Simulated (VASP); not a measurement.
Set up this calculation in VASP 6.6.1, as the native input.

| Item | Value |
| --- | --- |
| Task | single point |
| Functional | HF |
| Potentials or basis | VASP PAW PBE potentials, release 64 (Mn_pv, S) |
| Cutoff | 400 eV |
| k mesh | 5 × 5 × 5 |
| Occupations | fermi-dirac, width 0.05 eV |
| Spin | collinear spin, ferromagnetic start |
| Starting moments | [4.0, 0.0] μB |
| Dipole correction | no |
| Grid for exact exchange (PRECFOCK) | Normal |
| Further INCAR settings | ALGO = Normal; EDIFF = 1e-06; NBANDS = 20 |
| Share of exact exchange | 1 |

Crystal: MnS.

```
CELL_PARAMETERS angstrom
0.00000 2.96297 2.96297
2.96297 0.00000 2.96297
2.96297 2.96297 0.00000
ATOMIC_POSITIONS crystal
Mn 0.00000 0.00000 0.00000
S 0.75000 0.75000 0.75000
```

One way to write it, as run:

POSCAR

```
MnS
1.0
    0.0000000000      2.9629720328      2.9629720328
    2.9629720328      0.0000000000      2.9629720328
    2.9629720328      2.9629720328      0.0000000000
Mn S
1 1
Direct
    0.0000000000      0.0000000000      0.0000000000
    0.7500000000      0.7500000000      0.7500000000
```

INCAR.step1

```
ALGO = Normal
EDIFF = 1E-5
ENCUT = 400
GGA = PE
GGA_COMPAT = False
ISIF = 2
ISMEAR = -1
ISPIN = 2
LASPH = True
LCHARG = False
LMAXMIX = 4
LORBIT = 11
LREAL = False
LWAVE = True
MAGMOM = 4 0
NBANDS = 20
NELM = 200
PREC = Accurate
SIGMA = 0.05
```

INCAR.step2

```
AEXX = 1.0
AGGAC = 0.0
ALDAC = 0.0
ALGO = Normal
EDIFF = 1E-6
ENCUT = 400
GGA = PE
GGA_COMPAT = False
ISIF = 2
ISMEAR = -1
ISPIN = 2
ISTART = 1
LASPH = True
LCHARG = False
LHFCALC = True
LMAXMIX = 4
LORBIT = 11
LREAL = False
LWAVE = False
MAGMOM = 4 0
NBANDS = 20
NELM = 200
PREC = Accurate
PRECFOCK = Normal
SIGMA = 0.05
```

KPOINTS

```
k-points
0
Gamma
  5 5 5
```

Potentials or basis: VASP PAW PBE potentials, release 64 (Mn_pv, S).

Launch:

```console
$ cat potpaw_PBE.64/Mn_pv/POTCAR potpaw_PBE.64/S/POTCAR > POTCAR
$ cp INCAR.step1 INCAR
$ mpirun -np 1 vasp_std > vasp.out
$ cp INCAR.step2 INCAR
$ mpirun -np 1 vasp_std > vasp.out
```

It gave:

The pressure is -0.6 GPa and the band gap on the k mesh is 8.59 eV. The net moment is 5.00 μB per cell and the site moments are Mn +4.75; S -0.03 μB. The valence electrons inside the program's atomic spheres are Mn 11.20; S 3.82.

Caveat: the PAW data sets were made with another functional, which shifts forces and pressure a little; a cell with one magnetic atom can't hold antiferromagnetic order, which such compounds often take.

Wall time 110 min on 1 thread of AMD EPYC 7R13, with other jobs on the host, peak memory 0.17 GiB.
